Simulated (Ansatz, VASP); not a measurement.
One calculation of Ti, two programs

File INCAR:

```
PREC = Accurate
ENCUT = 500
EDIFF = 1E-6
ISMEAR = -1
SIGMA = 0.05
LREAL = False
LASPH = True
NELM = 120
ALGO = Normal
ISIF = 2
LWAVE = False
LCHARG = False
GGA = PS
NBANDS = 19
GGA_COMPAT = False
```

KPOINTS

```
Automatic mesh
0
Gamma
  15 15 8
```

POSCAR

```
Ti
1.0
    2.6814753986      0.0000000000      0.0000000000
   -1.3407376993      2.3222258148      0.0000000000
    0.0000000000      0.0000000000      4.2987285616
Ti
2
Direct
    0.3333333333      0.6666666667      0.2500000000
    0.6666666667      0.3333333333      0.7500000000
```

Input for Ansatz:

```yaml
crystal:
  lattice:
    - [2.6814753986, 0.0, 0.0]
    - [-1.3407376993, 2.3222258148, 0.0]
    - [0.0, 0.0, 4.2987285616]
  atoms:
    - { symbol: Ti, position: [0.3333333333, 0.6666666667, 0.25] }
    - { symbol: Ti, position: [0.6666666667, 0.3333333333, 0.75] }
kpoints:
  mp_grid: { grid: [15, 15, 8] }
scf:
  occupations: { method: fermi_dirac, width: 0.05 }
hamiltonian:
  xc: pbesol
  pseudopotentials: { kind: all_electron, lapw: { basis_error: 0.001 } }
output:
  forces: true
  stress: true
  eigenvalues: true
  populations: true
```

Change from the starting cell: volume scaled by 0.8, LAPW.

Alike in both runs: task single point; functional PBEsol; k mesh 15 × 15 × 8; occupations fermi-dirac, width 0.05 eV; no spin polarisation.

|  | VASP | Ansatz |
| --- | --- | --- |
| version | VASP 6.6.1 | Ansatz 0.2.0 |
| potentials or method | VASP PAW PBE potentials, release 64 (Ti_sv), cutoff 500 eV | all-electron LAPW, scalar-relativistic |

VASP gave:

```
pressure (GPa) : 37.7
```

Task: Which values does Ansatz return?

Result: Pressure (GPa): 38.6.

VASP's potentials were made for PBE, not for PBEsol. Both programs put the cell under a high pressure, so it lies far from rest at this level. Ansatz ran all-electron here, and VASP with PAW potentials.
